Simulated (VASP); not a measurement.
Set up this calculation in VASP 6.6.1, as the native input.

| Quantity | Value |
| --- | --- |
| Task | single point |
| Functional | PBEsol |
| Potentials or basis | VASP PAW PBE potentials, release 64 (Pt) |
| Cutoff | 520 eV |
| k mesh | 18 × 18 × 10 |
| Occupations | gaussian, width 0.15 eV |
| Spin | no spin polarisation |
| Dipole correction | no |
| Further INCAR settings | ALGO = Fast; EDIFF = 1e-06; NBANDS = 17 |

The structure of Pt lies in POSCAR:

```
Pt
1.0
    2.7606656158      0.0000000000      0.1552874409
   -1.3803328079      2.3908065546     -0.0776437204
    0.2695575375      0.0000000000      4.7921340000
Pt
2
Direct
    0.6666666667      0.3333333333      0.7500000000
    0.3333333333      0.6666666667      0.2500000000
```

This cell differs from its parent crystal: strain +0.1125 x Voigt [0, 0, 0, 0, 1, 0].

One way to write it, as run:

INCAR

```
SYSTEM = Pt
  PREC = Accurate
  ENCUT = 520
  EDIFF = 1E-6
  ISMEAR = 0
  SIGMA = 0.15
  LREAL = .FALSE.
  LASPH = .TRUE.
  NELM = 100
  ALGO = Fast
  ISIF = 2
  LWAVE = .FALSE.
  LCHARG = .FALSE.
  GGA = PS
  NBANDS = 17
```

KPOINTS

```
regular mesh
0
G
  18 18 10
  0 0 0
```

Potentials or basis: VASP PAW PBE potentials, release 64 (Pt).

Launch:

```console
$ cat potpaw_PBE.64/Pt/POTCAR > POTCAR
$ mpirun -np 1 vasp_std > vasp.out
```

Results of the run:

The pressure is -9.8 GPa and the largest force is 0.064 eV/Å. The band gap on the k mesh is zero (bands 10 and 11 overlap by 1.24 eV).

Caveat: the cell differs from its parent crystal (strain +0.1125 x Voigt [0, 0, 0, 0, 1, 0]); the cell stands under tension; the PAW data sets were made with another functional, which shifts forces and pressure a little; spin-orbit coupling is left out, which moves the levels of the heavy elements.

Wall time 3.5 min on 1 thread of Intel(R) Xeon(R) Platinum 8488C (Sapphire Rapids), with other jobs on the host, peak memory 0.47 GiB.
